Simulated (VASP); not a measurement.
As:

```
As
1.0
     1.89960    1.09674    3.51406
    -1.89960    1.09674    3.51406
     0.00000   -2.19347    3.51406
As
2
Direct
  0.22600 0.22600 0.22600
  0.77400 0.77400 0.77400
```

Base run:

- Program: VASP 6.6.1
- Functional: PBE
- Potentials or basis: VASP PAW PBE potentials, release 64 (As)
- Cutoff: 520 eV
- k mesh: 7 × 7 × 7
- Occupations: fermi-dirac, width 0.05 eV
- Spin: no spin polarisation

Its results: band gap on the k mesh 0.04 eV, indirect (least direct gap 0.67 eV); pressure 2.1 GPa; largest force 0.338 eV/Å.

The run is repeated on the same cell with these changes: functional from PBE to PBEsol. What comes out?

Band gap on the k mesh 0.04 eV, indirect (least direct gap 0.67 eV); pressure -1.1 GPa; largest force 0.292 eV/Å.

PBEsol binds more tightly than PBE, so the same cell stands under less pressure.

Caveats: the PAW data sets were made with another functional, which shifts forces and pressure a little (some runs).

A k mesh can miss the band edges.
